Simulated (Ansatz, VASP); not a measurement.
# AlSn in VASP and in Ansatz

```
Al Sn
1.0
     3.89718    0.00000    0.00000
    -1.94859    3.37505    0.00000
     0.00000    0.00000    3.06980
Al Sn
1 1
Direct
  0.00000 0.00000 0.00000
  0.33333 0.66667 0.50000
```

Alike in both runs: task single point; functional PBEsol; dispersion D4; k mesh 10 × 10 × 11; occupations fermi-dirac, width 0.05 eV; no spin polarisation.

```csv
,VASP,Ansatz
version,VASP 6.6.1,Ansatz 0.2.0
potentials or method,"VASP PAW PBE potentials, release 64 (Al, Sn_d), cutoff 520 eV","all-electron LAPW, scalar-relativistic"
```

```tsv
	VASP	Ansatz	Ansatz less VASP
gap on the k mesh at the Fermi level (eV)	none	none	-
pressure (GPa)	13.7	13.8	+0.05
traceless stress, the component that is largest in VASP (GPa)	1.20	1.22	+0.017
```

VASP's potentials were made for PBE, not for PBEsol. A gap of «none» marks a metal or a gap that the smearing closes. Ansatz ran all-electron here, and VASP with PAW potentials.
